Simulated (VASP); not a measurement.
# Ni5O4 in VASP: single point with PBEsol

Aim: the single point of Ni5O4 with PBEsol.

All numbers are computed with VASP 6.6.1; they aren't measurements. Logs are shortened: lines on timing, memory, paths and dates and some standing lists are left out, and cuts for length are marked.

### Step 1. The cell of the first run

The cell holds a slab with vacuum, 9 atoms: a = 2.911 Å, b = 2.911 Å, c = 24.506 Å, α = 90.00°, β = 90.00°, γ = 120.00°.

### Step 2. Single point, PBEsol, collinear spin, ferromagnetic start

Contents of INCAR:

```
SYSTEM = Ni5O4
PREC     = Accurate       ! precision mode
ENCUT    = 520            ! plane-wave cutoff, eV
EDIFF    = 1E-6           ! SCF threshold, eV
ISMEAR   = 0              ! smearing method
SIGMA    = 0.1            ! smearing width, eV
LREAL    = .FALSE.        ! projectors in reciprocal space
LASPH    = .TRUE.         ! aspherical terms in the spheres
NELM     = 200            ! most SCF steps
ALGO     = Normal         ! electronic algorithm
ISIF     = 2              ! what is computed and relaxed
LWAVE    = .FALSE.        ! write WAVECAR
LCHARG   = .FALSE.        ! write CHGCAR
ISPIN    = 2              ! spin polarisation
MAGMOM   = 1.14 1.14 1.14 1.14 1.14 0.2 0.2 0.2 0.2 ! initial moments
LORBIT   = 11             ! projections on sites
LMAXMIX  = 4              ! l up to which the mixer works
LDIPOL   = .TRUE.       
IDIPOL   = 3            
DIPOL    = 0.5 0.5 0.500
GGA      = PS             ! functional
NBANDS   = 71             ! bands
GGA_COMPAT= .FALSE.      
NELMDL   = -8
```

Contents of KPOINTS:

```
Automatic mesh
0
G
  1 1 1
  0 0 0
```

Contents of POSCAR:

```
Ni5O4
1.0
    2.9105323198      0.0000000000      0.0000000000
   -1.4552661599      2.5205949274      0.0000000000
    0.0000000000      0.0000000000     24.5057587511
Ni O
5 4
Direct
    0.6666666667      0.3333333333      0.3060505115
    0.3333333333      0.6666666667      0.4030252557
    0.0000000000      0.0000000000      0.5000000000
    0.6666666667      0.3333333333      0.5969747443
    0.3333333333      0.6666666667      0.6939494885
    0.0000000000      0.0000000000      0.3545378836
    0.6666666667      0.3333333333      0.4515126279
    0.3333333333      0.6666666667      0.5484873721
    0.0000000000      0.0000000000      0.6454621164
```

Potentials or basis: VASP PAW PBE potentials, release 64 (Ni_sv_GW, O).

Started as:

```sh
$ cat potpaw_PBE.64/Ni_sv_GW/POTCAR potpaw_PBE.64/O/POTCAR > POTCAR
$ mpirun -np 1 vasp_gam > vasp.out
```

OUTCAR:

```text
SYSTEM = Ni5O4
   PREC = Accurate
   ENCUT = 520
   EDIFF = 1E-6
   ISMEAR = 0
   LREAL = .FALSE.
   LASPH = .TRUE.
   NELM = 200
   ISIF = 2
   ISPIN = 2
   LORBIT = 11
   GGA = PS
   NELMDL = -8

 ion  position               nearest neighbor table
   1  0.667  0.333  0.306-   6 2.06   6 2.06   6 2.06
   2  0.333  0.667  0.403-   6 2.06   6 2.06   6 2.06   7 2.06   7 2.06   7 2.06
   3  0.000  0.000  0.500-   7 2.06   8 2.06   8 2.06   7 2.06   7 2.06   8 2.06
   4  0.667  0.333  0.597-   9 2.06   9 2.06   9 2.06   8 2.06   8 2.06   8 2.06
   5  0.333  0.667  0.694-   9 2.06   9 2.06   9 2.06
   6  0.000  0.000  0.355-   2 2.06   1 2.06   2 2.06   1 2.06   2 2.06   1 2.06
   7  0.667  0.333  0.452-   3 2.06   3 2.06   3 2.06   2 2.06   2 2.06   2 2.06
   8  0.333  0.667  0.548-   3 2.06   3 2.06   3 2.06   4 2.06   4 2.06   4 2.06
   9  0.000  0.000  0.645-   4 2.06   5 2.06   4 2.06   5 2.06   4 2.06   5 2.06

  LATTYP: Found a hexagonal cell.
 ALAT       =     2.9105323198
 C/A-ratio  =     8.4196827448

  Lattice vectors:

 A1 = (   2.9105323198,   0.0000000000,   0.0000000000)
 A2 = (  -1.4552661599,   2.5205949274,   0.0000000000)
 A3 = (   0.0000000000,   0.0000000000,  24.5057587511)

Analysis of symmetry for initial positions (statically):
=====================================================================
 Subroutine PRICEL returns:
 Original cell was already a primitive cell.

 Routine SETGRP: Setting up the symmetry group for a
 hexagonal supercell.

 Subroutine GETGRP returns: Found 12 space group operations
 (whereof 12 operations were pure point group operations)
 out of a pool of 24 trial point group operations.

The static configuration has the point symmetry D_3d.

Analysis of symmetry for dynamics (positions and initial velocities):
=====================================================================
 Subroutine PRICEL returns:
 Original cell was already a primitive cell.

 Routine SETGRP: Setting up the symmetry group for a
 hexagonal supercell.

 Subroutine GETGRP returns: Found 12 space group operations
 (whereof 12 operations were pure point group operations)
 out of a pool of 24 trial point group operations.

[... 154 lines left out ...]

  energy without entropy =      -53.12817742  energy(sigma->0) =      -53.12817742

 E-fermi :  -0.5696     XC(G=0):  -6.9238

 val. band max:       -1.1573249349   @ k =   0.0000   0.0000   0.0000
 cond. band min:      -0.0837697400   @ k =   0.0000   0.0000   0.0000
 fundamental gap:      1.0735551949
 Fermi energy:        -0.5695601721

 spin component 1

 k-point     1 :       0.0000    0.0000    0.0000
  band No.  band energies     occupation
      1    -104.4482      1.00000
      2    -104.1270      1.00000
      3    -104.1269      1.00000
      4    -103.4980      1.00000
      5    -103.4979      1.00000
      6     -65.1634      1.00000
[... 61 lines left out ...]
     68       6.5549      0.00000
     69       6.7168      0.00000
 Fermi energy:        -0.5695601721

 spin component 2

 k-point     1 :       0.0000    0.0000    0.0000
  band No.  band energies     occupation
      1    -104.4374      1.00000
      2    -104.4373      1.00000
      3    -103.4928      1.00000
      4    -102.5983      1.00000
      5    -102.5981      1.00000
      6     -65.1462      1.00000
[... 61 lines left out ...]
     68       7.0480      0.00000
     69       7.3946      0.00000
 [bands above 69 left out]

------------------------ aborting loop because EDIFF is reached ----------------------------------------

 vacuum level on the upper side and lower side of the slab       (xc-potential included)        -0.001        -0.001

  FORCE on cell =-STRESS in cart. coord.  units (eV):
  Direction    XX          YY          ZZ          XY          YZ          ZX
  --------------------------------------------------------------------------------------
  -------------------------------------------------------------------------------------
  Total       -8.2892690     -8.2892690     -4.5305559      0.0000000      0.0000000      0.0000000
  in kB      -73.8725647    -73.8725647    -40.3755490      0.0000000      0.0000000      0.0000000
  external PRESSURE =     -62.7068928 kB  Pullay stress =       0.0000000 kB

 VOLUME and BASIS-vectors are now :
 -----------------------------------------------------------------------------
  energy-cutoff  :      520.00
  volume of cell :      179.78
      direct lattice vectors                 reciprocal lattice vectors
     2.910532320  0.000000000  0.000000000     0.343579761  0.198365868  0.000000000
    -1.455266160  2.520594927  0.000000000     0.000000000  0.396731735  0.000000000
     0.000000000  0.000000000 24.505758751     0.000000000  0.000000000  0.040806735

 POSITION                                       TOTAL-FORCE (eV/Angst)
 -----------------------------------------------------------------------------------
      1.45527      0.84020      7.50000        -0.000000     -0.000000     -0.420689
     -0.00000      1.68040      9.87644        -0.000000     -0.000000     -0.239797
      0.00000      0.00000     12.25288         0.000000      0.000000      0.000000
      1.45527      0.84020     14.62932         0.000000      0.000000      0.239797
     -0.00000      1.68040     17.00576        -0.000000      0.000000      0.420689
      0.00000      0.00000      8.68822        -0.000000      0.000000      1.094015
      1.45527      0.84020     11.06466         0.000000      0.000000      0.176314
     -0.00000      1.68040     13.44110         0.000000      0.000000     -0.176314
      0.00000      0.00000     15.81754         0.000000      0.000000     -1.094015
 -----------------------------------------------------------------------------------
    total drift:                                0.000000      0.000000      0.000000

  FREE ENERGIE OF THE ION-ELECTRON SYSTEM (eV)
  ---------------------------------------------------
  free  energy   TOTEN  =       -53.1281774221 eV

  energy  without entropy=      -53.1281774221  energy(sigma->0) =      -53.12817742

 vacuum level on the upper side and lower side of the slab         6.974         6.974

 total charge

# of ion       s       p       d       f       tot
--------------------------------------------------
    1        2.275   6.068   7.764   0.008  16.116
    2        2.205   6.100   7.931   0.018  16.255
    3        2.198   6.102   7.938   0.019  16.256
    4        2.205   6.100   7.931   0.018  16.255
    5        2.275   6.068   7.764   0.008  16.116
    6        1.494   3.464   0.000   0.000   4.959
    7        1.467   3.528   0.000   0.000   4.996
    8        1.467   3.528   0.000   0.000   4.996
    9        1.494   3.464   0.000   0.000   4.959
--------------------------------------------------
tot         17.082  44.422  39.330   0.072 100.905

 magnetization (x)

# of ion       s       p       d       f       tot
--------------------------------------------------
    1        0.120   0.025   1.212   0.001   1.358
    2        0.016   0.011  -0.749   0.001  -0.722
    3        0.009  -0.004   0.756  -0.001   0.760
    4        0.016   0.011  -0.749   0.001  -0.722
    5        0.120   0.025   1.212   0.001   1.358
    6        0.057   0.196   0.000   0.000   0.253
    7        0.011   0.023   0.000   0.000   0.035
    8        0.011   0.023   0.000   0.000   0.035
    9        0.057   0.196   0.000   0.000   0.253
--------------------------------------------------
tot          0.418   0.504   1.682   0.003   2.607
```

OSZICAR:

```text
N       E                     dE             d eps       ncg     rms          rms(c)
DAV:   1     0.332410553971E+04    0.33241E+04   -0.62252E+04   458   0.536E+03
DAV:   2     0.742573517532E+03   -0.25815E+04   -0.23580E+04   456   0.145E+03
[... 34 lines left out ...]
DAV:  37    -0.531280266197E+02   -0.12498E-03   -0.27844E-06   249   0.245E-02    0.196E-03
DAV:  38    -0.531281274525E+02   -0.10083E-03   -0.91977E-07   242   0.196E-02    0.119E-03
DAV:  39    -0.531281636551E+02   -0.36203E-04   -0.37511E-07   216   0.158E-02    0.122E-03
DAV:  40    -0.531281710739E+02   -0.74189E-05   -0.23159E-07   179   0.140E-02    0.667E-04
DAV:  41    -0.531281767102E+02   -0.56363E-05   -0.24516E-07   172   0.126E-02    0.604E-04
DAV:  42    -0.531281774221E+02   -0.71193E-06   -0.18955E-07   179   0.114E-02
   1 F= -.53128177E+02 E0= -.53128177E+02  d E =-.428397E-11  mag=     4.0000
```

Wall time 2.1 min (1 thread of AMD EPYC 7R13 (Zen 3), shared host); peak memory 0.37 GiB.

Results:

```yaml
Free_energy: -53.1282 eV
Largest_force: 1.094 eV/Å
Net_moment: 4.00 μB per cell
Site_moments: Ni +1.36, -0.72, +0.76 (each value once); O +0.25, +0.04 (each value once) μB
Valence_electrons_inside_the_program's_atomic_spheres: Ni 16.12, 16.25, 16.26 (each value once); O 4.96, 5.00 (each value once)
```

Forces on the atoms (eV/Å):
```
Ni   0.000  0.000 -0.421
Ni   0.000  0.000 -0.240
Ni   0.000  0.000  0.000
Ni   0.000  0.000  0.240
Ni   0.000  0.000  0.421
O    0.000  0.000  1.094
O    0.000  0.000  0.176
O    0.000  0.000 -0.176
O    0.000  0.000 -1.094
```

Caveat: the k points lie up to 2.49 Å⁻¹ apart, too coarse for converged energies, forces and pressures; the PAW data sets were made with another functional, which shifts forces and pressure a little.
